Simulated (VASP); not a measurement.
The system is In.

```
In
1.0
    -1.62615    1.62615    2.47305
     1.62615   -1.62615    2.47305
     1.62615    1.62615   -2.47305
In
1
Direct
  0.00000 0.00000 0.00000
```

```yaml
Program: VASP 6.6.1
Task: relaxation of cell and atoms
Functional: PBE
Potentials_or_basis: VASP PAW PBE potentials, release 64 (In_d)
Cutoff: 600 eV
k_mesh: 18 × 18 × 18
Occupations: gaussian, width 0.05 eV
Spin: no spin polarisation
```

At the start: pressure 2.0 GPa; volume 26.16 Å³/atom.

Question: How do energy, volume and symmetry change on relaxing?

Answer: Over 15 steps the energy falls by 10.2 meV/atom and the volume is 27.58 Å³/atom (+5.4 %); space group Fm-3m (No. 225, to 0.05 Å).

The path:
```csv
step,energy change (eV),largest force (eV/Å),pressure (GPa),volume (Å³)
1,0.0000,0.0000,1.95,26.16
2,-0.0081,0.0000,0.16,27.38
3,-0.0082,0.0000,-0.01,27.49
4,-0.0081,0.0000,0.11,27.47
5,-0.0082,0.0000,0.01,27.47
6,-0.0084,0.0000,0.02,27.50
7,-0.0086,0.0000,-0.07,27.56
8,-0.0097,0.0000,-0.18,27.65
9,-0.0090,0.0000,-0.42,27.80
10,-0.0100,0.0000,-0.33,27.72
11,-0.0100,0.0000,-0.32,27.71
12,-0.0100,0.0000,-0.29,27.68
13,-0.0101,0.0000,-0.11,27.64
14,-0.0102,0.0000,-0.12,27.62
15,-0.0102,0.0000,-0.03,27.58
```

Final structure:
```
In
1.0
    -1.69262    1.69262    2.40638
     1.69262   -1.69262    2.40638
     1.69262    1.69262   -2.40638
In
1
Direct
  0.00000 0.00000 0.00000
```
